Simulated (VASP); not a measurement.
# GaN (Fm-3m) in VASP: further runs

GaN is run at these levels: PBE, HSE06, PBE0; tasks: single point.

Everything below comes from runs of VASP 6.6.1. Logs are shortened: lines on timing, memory, paths and dates and some standing lists are left out, and cuts for length are marked.

### Step 1. The cell of the first run

Symmetry: Fm-3m, No. 225, cubic system. Conventional cell: a = 4.217 Å, b = 4.217 Å, c = 4.217 Å, α = 90.00°, β = 90.00°, γ = 90.00°. Ga (site symmetry m-3m) has 6 N at 2.11 Å within 2.8 Å. N (site symmetry m-3m) has 6 Ga at 2.11 Å within 2.8 Å.

### Step 2. Single point, PBE

The input, INCAR:

```
  PREC = Accurate
  ENCUT = 520
  EDIFF = 1E-6
  ISMEAR = 0
  SIGMA = 0.01
  LREAL = F
  LASPH = T
  NELM = 100
  ALGO = Normal
  ISIF = 2
  LWAVE = F
  LCHARG = F
  GGA = PE
  NBANDS = 16
```

The input, KPOINTS:

```
regular mesh
0
Gamma
  10 10 10
```

The input, POSCAR:

```
GaN
1.0
    0.0000000000      2.1085153685      2.1085153685
    2.1085153685      0.0000000000      2.1085153685
    2.1085153685      2.1085153685      0.0000000000
Ga N
1 1
Direct
    0.5000000000      0.5000000000      0.5000000000
    0.0000000000      0.0000000000      0.0000000000
```

Potentials or basis: VASP PAW PBE potentials, release 64 (Ga_d, N).

Run with:

```bash
$ cat potpaw_PBE.64/Ga_d/POTCAR potpaw_PBE.64/N/POTCAR > POTCAR
$ mpirun -np 1 vasp_std > vasp.out
```

OUTCAR:

```text
PREC = Accurate
   ENCUT = 520
   EDIFF = 1E-6
   ISMEAR = 0
   LREAL = F
   LASPH = T
   NELM = 100
   ISIF = 2
   GGA = PE

 ion  position               nearest neighbor table
   1  0.500  0.500  0.500-   2 2.11   2 2.11   2 2.11   2 2.11   2 2.11   2 2.11
   2  0.000  0.000  0.000-   1 2.11   1 2.11   1 2.11   1 2.11   1 2.11   1 2.11

  LATTYP: Found a face centered cubic cell.
 ALAT       =     4.2170307370

  Lattice vectors:

 A1 = (   0.0000000000,   2.1085153685,   2.1085153685)
 A2 = (   2.1085153685,   0.0000000000,   2.1085153685)
 A3 = (   2.1085153685,   2.1085153685,   0.0000000000)

Analysis of symmetry for initial positions (statically):
=====================================================================
 Subroutine PRICEL returns:
 Original cell was already a primitive cell.

 Routine SETGRP: Setting up the symmetry group for a
 face centered cubic supercell.

 Subroutine GETGRP returns: Found 48 space group operations
 (whereof 48 operations were pure point group operations)
 out of a pool of 48 trial point group operations.

The static configuration has the point symmetry O_h .

Analysis of symmetry for dynamics (positions and initial velocities):
=====================================================================
 Subroutine PRICEL returns:
 Original cell was already a primitive cell.

 Routine SETGRP: Setting up the symmetry group for a
 face centered cubic supercell.

 Subroutine GETGRP returns: Found 48 space group operations
 (whereof 48 operations were pure point group operations)
 out of a pool of 48 trial point group operations.

The dynamic configuration has the point symmetry O_h .

 Subroutine INISYM returns: Found 48 space group operations
 (whereof 48 operations are pure point group operations),
 and found     1 'primitive' translations

----------------------------------------------------------------------------------------

                                     Primitive cell

  volume of cell :      18.7482

  direct lattice vectors                    reciprocal lattice vectors
     0.000000000  2.108515368  2.108515368    -0.237133676  0.237133676  0.237133676
     2.108515368  0.000000000  2.108515368     0.237133676 -0.237133676  0.237133676
     2.108515368  2.108515368  0.000000000     0.237133676  0.237133676 -0.237133676

  length of vectors
     2.981891031  2.981891031  2.981891031     0.410727575  0.410727575  0.410727575

  position of ions in fractional coordinates (direct lattice)
     0.500000000  0.500000000  0.500000000
     0.000000000  0.000000000  0.000000000

  ion indices of the primitive-cell ions
   primitive index   ion index
                 1           1
                 2           2

----------------------------------------------------------------------------------------

 KPOINTS: regular mesh

Automatic generation of k-mesh.
 Grid dimensions read from file:
 generate k-points for:   10   10   10

 Generating k-lattice:

  Cartesian coordinates                     Fractional coordinates (reciprocal lattice)
    -0.023713368  0.023713368  0.023713368     0.100000000  0.000000000  0.000000000
     0.023713368 -0.023713368  0.023713368     0.000000000  0.100000000  0.000000000
     0.023713368  0.023713368 -0.023713368     0.000000000  0.000000000  0.100000000

  Length of vectors
     0.041072757  0.041072757  0.041072757

  Shift w.r.t. Gamma in fractional coordinates (k-lattice)
     0.000000000  0.000000000  0.000000000

 Subroutine IBZKPT returns following result:
 ===========================================

 Found     47 irreducible k-points:

 Following reciprocal coordinates:
            Coordinates               Weight
  0.000000  0.000000  0.000000      1.000000
  0.100000  0.000000  0.000000      8.000000
  0.200000  0.000000  0.000000      8.000000
  0.300000  0.000000  0.000000      8.000000
  0.400000  0.000000  0.000000      8.000000
  0.500000  0.000000  0.000000      4.000000
[... 16 lines left out ...]
  0.300000  0.300000  0.000000      6.000000
  0.400000  0.300000  0.000000     24.000000
 [... further k-points ...]
   k-points           NKPTS =     47   k-points in BZ     NKDIM =     47   number of bands    NBANDS=     16
   number of dos      NEDOS =    301   number of ions     NIONS =      2
   total plane-waves  NPLWV =  13824
   dimension x,y,z NGX =    24 NGY =   24 NGZ =   24
   dimension x,y,z NGXF=    48 NGYF=   48 NGZF=   48
   ions per type =               1   1
   NGX,Y,Z   is equivalent  to a cutoff of  13.38, 13.38, 13.38 a.u.
   NGXF,Y,Z  is equivalent  to a cutoff of  26.76, 26.76, 26.76 a.u.
 SYSTEM =  unknown system
   PREC   = accura    normal or accurate (medium, high low for compatibility)
   ISTART =      0    job   : 0-new  1-cont  2-samecut
   ICHARG =      2    charge: 1-file 2-atom 10-const
   ISPIN  =      1    spin polarized calculation?
   LNONCOLLINEAR =      F non collinear calculations
   LSORBIT =      F    spin-orbit coupling
   LASPH  =      T    aspherical Exc in radial PAW
   ENCUT  =  520.0 eV  38.22 Ry    6.18 a.u.   5.54  5.54  5.54*2*pi/ulx,y,z
   NELM   =    100;   NELMIN=  2; NELMDL= -5     # of ELM steps
   EDIFF  = 0.1E-05   stopping-criterion for ELM
   LREAL  =      F    real-space projection
   EDIFFG = 0.1E-04   stopping-criterion for IOM
   NSW    =      0    number of steps for IOM
   IBRION =     -1    ionic relax: 0-MD 1-quasi-New 2-CG
   NFREE  =      0    steps in history (QN), initial steepest desc. (CG)
   ISIF   =      2    stress and relaxation
   ISYM   =      2    0-nonsym 1-usesym 2-fastsym
   POTIM  = 0.5000    time-step for ionic-motion
   TEBEG  =    0.0;   TEEND  =   0.0 temperature during run
   PSTRESS=    0.0 pullay stress
   NELECT =      18.0000    total number of electrons
   NUPDOWN=      -1.0000    fix difference up-down
   EMIN   =  10.00;   EMAX   =-10.00  energy-range for DOS
   EFERMI =   0.00;   METHOD = LEGACY
   ISMEAR =     0;   SIGMA  =   0.01  broadening in eV -4-tet -1-fermi 0-gaus
   EFERMI_NEDOS =   21; number of points for ismear=-14 and -15
   IALGO  =     38    algorithm
   IMIX   =      4    mixing-type and parameters
     AMIX     =   0.40;   BMIX     =  1.00
     AMIX_MAG =   1.60;   BMIX_MAG =  1.00
  volume/ion in A,a.u.               =       9.37        63.26
[... 38 lines left out ...]
      3      -6.0026      2.00000
      4      -6.0026      2.00000
      5      -5.9066      2.00000
      6      -5.9066      2.00000
[... 8 lines left out ...]
     15      23.9036      0.00000
     16      23.9036      0.00000

 k-point     2 :       0.1000    0.0000    0.0000
  band No.  band energies     occupation
      1      -9.1913      2.00000
      2      -6.0106      2.00000
      3      -5.9930      2.00000
      4      -5.9930      2.00000
      5      -5.9194      2.00000
      6      -5.9194      2.00000
[... 8 lines left out ...]
     15      24.0111      0.00000
     16      24.0111      0.00000

 k-point     3 :       0.2000    0.0000    0.0000
  band No.  band energies     occupation
      1      -8.6231      2.00000
      2      -6.0316      2.00000
      3      -6.0175      2.00000
      4      -6.0175      2.00000
      5      -5.9026      2.00000
      6      -5.9026      2.00000
[... 8 lines left out ...]
     15      25.0749      0.00000
     16      25.0749      0.00000

 k-point     4 :       0.3000    0.0000    0.0000
  band No.  band energies     occupation
      1      -7.7599      2.00000
      2      -6.0848      2.00000
      3      -6.0848      2.00000
      4      -6.0590      2.00000
      5      -5.8433      2.00000
      6      -5.8433      2.00000
[... 8 lines left out ...]
     15      26.8952      0.00000
     16      26.8952      0.00000

 k-point     5 :       0.4000    0.0000    0.0000
  band No.  band energies     occupation
      1      -6.8099      2.00000
      2      -6.1424      2.00000
      3      -6.1424      2.00000
      4      -6.0937      2.00000
      5      -5.7911      2.00000
      6      -5.7911      2.00000
[... 8 lines left out ...]
     15      29.2595      0.00000
     16      29.2595      0.00000

 k-point     6 :       0.5000    0.0000    0.0000
  band No.  band energies     occupation
      1      -6.2216      2.00000
      2      -6.2194      2.00000
      3      -6.1645      2.00000
      4      -6.1645      2.00000
      5      -5.7707      2.00000
      6      -5.7707      2.00000
[... 8 lines left out ...]
     15      31.2140      0.00000
     16      31.2140      0.00000

 k-point     7 :       0.1000    0.1000    0.0000
  band No.  band energies     occupation
      1      -9.1308      2.00000
      2      -6.0203      2.00000
      3      -5.9810      2.00000
      4      -5.9810      2.00000
      5      -5.9542      2.00000
      6      -5.8959      2.00000
[... 8 lines left out ...]
     15      25.9919      0.00000
     16      25.9919      0.00000

 k-point     8 :       0.2000    0.1000    0.0000
  band No.  band energies     occupation
      1      -8.7043      2.00000
      2      -6.0389      2.00000
      3      -6.0134      2.00000
      4      -5.9741      2.00000
      5      -5.9293      2.00000
      6      -5.8787      2.00000
[... 8 lines left out ...]
     15      26.1869      0.00000
     16      26.9469      0.00000

 k-point     9 :       0.3000    0.1000    0.0000
  band No.  band energies     occupation
      1      -7.9855      2.00000
      2      -6.0848      2.00000
      3      -6.0357      2.00000
      4      -6.0201      2.00000
      5      -5.8405      2.00000
      6      -5.8285      2.00000
[... 8 lines left out ...]
     15      26.5098      0.00000
     16      28.2358      0.00000
[... 172 lines left out ...]
 k-point    19 :       0.5000    0.2000    0.0000
  band No.  band energies     occupation
      1      -7.1994      2.00000
      2      -6.1131      2.00000
      3      -6.0391      2.00000
      4      -5.9296      2.00000
      5      -5.7572      2.00000
      6      -4.7519      2.00000
[... 8 lines left out ...]
     15      29.8132      0.00000
     16      31.6692      0.00000

 k-point    20 :      -0.4000    0.2000    0.0000
  band No.  band energies     occupation
      1      -7.0677      2.00000
      2      -6.1164      2.00000
      3      -6.0806      2.00000
      4      -5.9439      2.00000
      5      -5.7842      2.00000
      6      -4.6839      2.00000
[... 8 lines left out ...]
     15      28.9590      0.00000
     16      29.1052      0.00000

 k-point    21 :      -0.3000    0.2000    0.0000
  band No.  band energies     occupation
      1      -7.1774      2.00000
      2      -6.1042      2.00000
      3      -6.0918      2.00000
      4      -5.9989      2.00000
      5      -5.8384      2.00000
      6      -5.2082      2.00000
[... 8 lines left out ...]
     15      27.6658      0.00000
     16      28.9273      0.00000

 k-point    22 :      -0.2000    0.2000    0.0000
  band No.  band energies     occupation
      1      -7.6440      2.00000
      2      -6.0814      2.00000
      3      -6.0742      2.00000
      4      -6.0410      2.00000
      5      -5.8934      2.00000
      6      -5.6139      2.00000
[... 8 lines left out ...]
     15      26.8967      0.00000
     16      29.0102      0.00000

 k-point    23 :       0.3000    0.3000    0.0000
  band No.  band energies     occupation
      1      -7.8840      2.00000
      2      -6.1245      2.00000
      3      -5.8329      2.00000
      4      -5.8312      2.00000
      5      -5.8312      2.00000
      6      -5.4321      2.00000
[... 8 lines left out ...]
     15      32.0377      0.00000
     16      33.7902      0.00000

 k-point    24 :       0.4000    0.3000    0.0000
  band No.  band energies     occupation
      1      -7.7093      2.00000
      2      -6.1390      2.00000
      3      -5.8671      2.00000
      4      -5.8180      2.00000
      5      -5.7646      2.00000
      6      -4.7742      2.00000
[... 8 lines left out ...]
     15      32.8403      0.00000
     16      34.2818      0.00000

 [... further k-points ...]

------------------------ aborting loop because EDIFF is reached ----------------------------------------

  FORCE on cell =-STRESS in cart. coord.  units (eV):
  Direction    XX          YY          ZZ          XY          YZ          ZX
  --------------------------------------------------------------------------------------
  -------------------------------------------------------------------------------------
  Total        1.0637296      1.0637296      1.0637296     -0.0000000     -0.0000000      0.0000000
  in kB       90.9036925     90.9036925     90.9036925     -0.0000000     -0.0000000      0.0000000
  external PRESSURE =      90.9036925 kB  Pullay stress =       0.0000000 kB

 VOLUME and BASIS-vectors are now :
 -----------------------------------------------------------------------------
  energy-cutoff  :      520.00
  volume of cell :       18.75
      direct lattice vectors                 reciprocal lattice vectors
     0.000000000  2.108515368  2.108515368    -0.237133676  0.237133676  0.237133676
     2.108515368  0.000000000  2.108515368     0.237133676 -0.237133676  0.237133676
     2.108515368  2.108515368  0.000000000     0.237133676  0.237133676 -0.237133676

 POSITION                                       TOTAL-FORCE (eV/Angst)
 -----------------------------------------------------------------------------------
      2.10852      2.10852      2.10852        -0.000000      0.000000      0.000000
      0.00000      0.00000      0.00000         0.000000     -0.000000     -0.000000
 -----------------------------------------------------------------------------------
    total drift:                                0.000000     -0.000000      0.000000

  FREE ENERGIE OF THE ION-ELECTRON SYSTEM (eV)
  ---------------------------------------------------
  free  energy   TOTEN  =       -11.1852488809 eV

  energy  without entropy=      -11.1852488809  energy(sigma->0) =      -11.18524888
```

Wall time 12 s (1 thread of AMD EPYC 7R13 (Zen 3), shared host); peak memory 0.11 GiB.

Results:

```
Free energy            : -11.1852 eV
Pressure               : 9.1 GPa
Band gap on the k mesh : 0.66 eV (least direct gap 2.83 eV)
```

Caveat: the cell stands under pressure; semilocal functionals underestimate gaps, and a narrow one can read as zero. A k mesh can miss the band edges.

### Step 3. Single point, HSE06

POSCAR is that of step 2.

The input, INCAR.step1:

```
PREC     = Accurate       # precision mode
ENCUT    = 520            # plane-wave cutoff, eV
EDIFF    = 1E-5           # SCF threshold, eV
ISMEAR   = 0              # smearing method
SIGMA    = 0.01           # smearing width, eV
LREAL    = F              # projectors in reciprocal space
LASPH    = T              # aspherical terms in the spheres
NELM     = 80             # most SCF steps
ALGO     = Normal         # electronic algorithm
ISIF     = 2              # what is computed and relaxed
LWAVE    = T              # write WAVECAR
LCHARG   = F              # write CHGCAR
NBANDS   = 16             # bands
GGA      = PE             # functional
```

The input, INCAR.step2:

```
PREC     = Accurate       # precision mode
ENCUT    = 520            # plane-wave cutoff, eV
EDIFF    = 1E-7           # SCF threshold, eV
ISMEAR   = 0              # smearing method
SIGMA    = 0.01           # smearing width, eV
LREAL    = F              # projectors in reciprocal space
LASPH    = T              # aspherical terms in the spheres
NELM     = 80             # most SCF steps
ALGO     = Normal         # electronic algorithm
ISIF     = 2              # what is computed and relaxed
LWAVE    = F              # write WAVECAR
LCHARG   = F              # write CHGCAR
GGA      = PE             # functional
LHFCALC  = T              # exact exchange
HFSCREEN = 0.2079         # screening, 1/A
PRECFOCK = Normal       
NBANDS   = 16             # bands
ISTART   = 1
```

The input, KPOINTS:

```
regular mesh
0
Gamma
  6 6 6
```

Potentials or basis: VASP PAW PBE potentials, release 64 (Ga_d, N).

Run with:

```bash
$ cat potpaw_PBE.64/Ga_d/POTCAR potpaw_PBE.64/N/POTCAR > POTCAR
$ cp INCAR.step1 INCAR
$ mpirun -np 1 vasp_std > vasp.out
$ cp INCAR.step2 INCAR
$ mpirun -np 1 vasp_std > vasp.out
```

Run time: 24 min. Hardware: 1 thread of AMD EPYC 7R13 (Zen 3), shared host; peak memory 0.23 GiB.

The run converged. Its results:

- Free energy: -13.7799 eV
- Pressure: -0.5 GPa
- Band gap on the k mesh: 1.89 eV (least direct gap 4.16 eV)

Levels at points of the mesh, in eV from the valence-band top:
| k point | band 6 | band 7 | band 8 | band 9 | band 10 | band 11 | band 12 | band 13 |
| --- | --- | --- | --- | --- | --- | --- | --- | --- |
| (0.00, 0.00, 0.00) | -16.23 | -0.53 | -0.53 | -0.53 | 3.62 | 16.17 | 16.17 | 16.17 |
| (0.50, 0.00, 0.00) | -15.68 | -8.98 | -0.22 | -0.22 | 5.97 | 10.64 | 10.64 | 11.61 |
| (0.50, 0.50, 0.00) | -12.63 | -7.78 | -3.31 | -3.31 | 1.89 | 8.94 | 14.05 | 16.75 |

Caveat: the k points lie up to 0.43 Å⁻¹ apart; the PAW data sets were made with another functional, which shifts forces and pressure a little. A k mesh can miss the band edges.

### Step 4. Single point, PBE0

POSCAR is that of step 3.

The input, INCAR.step1:

```
ALGO = Normal
EDIFF = 1E-5
ENCUT = 520
GGA = PE
ISIF = 2
ISMEAR = 0
LASPH = True
LREAL = False
LWAVE = True
NBANDS = 16
NELM = 100
PREC = Accurate
SIGMA = 0.01
```

The input, INCAR.step2:

```
AEXX = 0.25
ALGO = Normal
EDIFF = 1E-6
ENCUT = 520
GGA = PE
ISIF = 2
ISMEAR = 0
ISTART = 1
LASPH = True
LCHARG = True
LELF = True
LHFCALC = True
LREAL = False
LVHAR = True
LWAVE = False
NBANDS = 16
NELM = 100
PREC = Accurate
PRECFOCK = Normal
SIGMA = 0.01
```

The input, KPOINTS:

```
k-points
0
Gamma
  6 6 6
```

Run with:

```bash
$ cat potpaw_PBE.64/Ga_d/POTCAR potpaw_PBE.64/N/POTCAR > POTCAR
$ cp INCAR.step1 INCAR
$ mpirun -np 1 vasp_std > vasp.out
$ cp INCAR.step2 INCAR
$ mpirun -np 1 vasp_std > vasp.out
```

Run time: 20 min. Hardware: 1 thread of AMD EPYC 7R13 (Zen 3), shared host; peak memory 0.12 GiB.

The run converged. Its results:

- Free energy: -14.7030 eV
- Pressure: -0.7 GPa
- Band gap on the k mesh: 2.62 eV (least direct gap 4.89 eV)

Levels at points of the mesh, in eV from the valence-band top:
```csv
k point,band 7,band 8,band 9,band 10,band 11,band 12
"(0.00, 0.00, 0.00)",-0.54,-0.54,-0.54,4.36,16.96,16.96
"(0.50, 0.00, 0.00)",-9.03,-0.22,-0.22,6.72,11.40,11.40
"(0.50, 0.50, 0.00)",-7.82,-3.32,-3.32,2.62,9.71,14.83
```

Caveat: the k points lie up to 0.43 Å⁻¹ apart; the PAW data sets were made with another functional, which shifts forces and pressure a little.

### Step 5. Summary

```csv
level,k mesh,grid for exact exchange (PRECFOCK),share of exact exchange,screening parameter,gap on the mesh (eV),pressure (GPa)
PBE,10 × 10 × 10,-,-,-,0.66,9.1
HSE06,6 × 6 × 6,Normal,0.25,0.2079 1/Å,1.89,-0.5
PBE0,6 × 6 × 6,Normal,0.25,-,2.62,-0.7
```

Alike in all rows: task single point; potentials or basis VASP PAW PBE potentials, release 64 (Ga_d, N); no spin polarisation; cell as given; cutoff (eV) 520; smearing gaussian 0.01 eV.

Caveats: some runs use coarse meshes; the PAW data sets were made with another functional, which shifts forces and pressure a little (at least some runs); the cell stands under pressure (at least some runs); semilocal functionals underestimate gaps, and a narrow one can read as zero (at least some runs).

Total energies depend on the potentials used, so only differences within one code and one set of settings carry meaning.
